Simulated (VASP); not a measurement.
SnTe, 2 atoms in the cell. Symmetry: Fm-3m, No. 225, cubic system. Conventional cell: a = 6.343 Å, b = 6.343 Å, c = 6.343 Å, α = 90.00°, β = 90.00°, γ = 90.00°. Sn (site symmetry m-3m) has 6 Te at 3.17 Å within 4.2 Å. Within 4.2 Å of Te (site symmetry m-3m) lie 6 Sn at 3.17 Å. 

```yaml
Program: VASP 6.6.1
Task: single point
Functional: PBEsol
Potentials_or_basis: VASP PAW PBE potentials, release 64 (Sn_d, Te)
Cutoff: 520 eV
k_mesh: 5 × 5 × 5
Occupations: gaussian, width 0.01 eV
Spin: no spin polarisation
Dipole_correction: no
Further_INCAR_settings: ALGO = Normal; EDIFF = 1e-07; NBANDS = 17
```

Potentials or basis: VASP PAW PBE potentials, release 64 (Sn_d, Te).

Run with:

```console
$ cat potpaw_PBE.64/Sn_d/POTCAR potpaw_PBE.64/Te/POTCAR > POTCAR
$ mpirun -np 1 vasp_std > vasp.out
```

Hardware: 1 thread of AMD EPYC 7R13 (shared host).

**Question.** Estimate the wall time of this run.

**Answer.** Run time: 49 s on 1 thread of AMD EPYC 7R13 (shared host), peak memory 0.17 GiB. Counts: scf iterations 14, k points 10.
